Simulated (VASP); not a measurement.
A run of VASP 6.6.1 is set up as follows.

INCAR

```
SYSTEM = LaTaO
PREC     = Accurate       ! precision mode
ENCUT    = 600            ! plane-wave cutoff, eV
EDIFF    = 1E-6           ! SCF threshold, eV
ISMEAR   = 0              ! smearing method
SIGMA    = 0.1            ! smearing width, eV
LREAL    = .False.        ! projectors in reciprocal space
LASPH    = .True.         ! aspherical terms in the spheres
NELM     = 80             ! most SCF steps
ALGO     = Normal         ! electronic algorithm
ISIF     = 3              ! what is computed and relaxed
LWAVE    = .False.        ! write WAVECAR
LCHARG   = .False.        ! write CHGCAR
GGA      = PE             ! functional
IBRION   = 2              ! ionic algorithm
NSW      = 100            ! ionic steps
EDIFFG   = -0.01          ! ionic threshold
```

KPOINTS

```
regular mesh
0
Gamma
  8 8 6
  0 0 0
```

POSCAR

```
LaTaO
1.0
    4.4256873337      0.0000000000      0.0000000000
    0.0000000000      4.4256873337      0.0000000000
    0.0000000000      0.0000000000      8.6242193502
La Ta O
2 2 2
Direct
    0.0000000000      0.5000000000      0.0000000000
    0.5000000000      0.0000000000      0.0000000000
    0.0000000000      0.0000000000      0.6289616237
    0.0000000000      0.0000000000      0.3710383763
    0.0000000000      0.0000000000      0.1440656128
    0.0000000000      0.0000000000      0.8559343872
```

Potentials or basis: VASP PAW PBE potentials, release 64 (La, Ta_pv, O).

Command:

```bash
$ cat potpaw_PBE.64/La/POTCAR potpaw_PBE.64/Ta_pv/POTCAR potpaw_PBE.64/O/POTCAR > POTCAR
$ mpirun -np 1 vasp_std > vasp.out
```

(1) Estimate the space group after relaxing (to 0.1 Å).

(2) Estimate the relaxed cell.

## Answers

(1) P4/mmm (No. 123).

(2) a = 4.444 Å, b = 4.444 Å, c = 8.630 Å, α = 90.00°, β = 90.00°, γ = 90.00°.
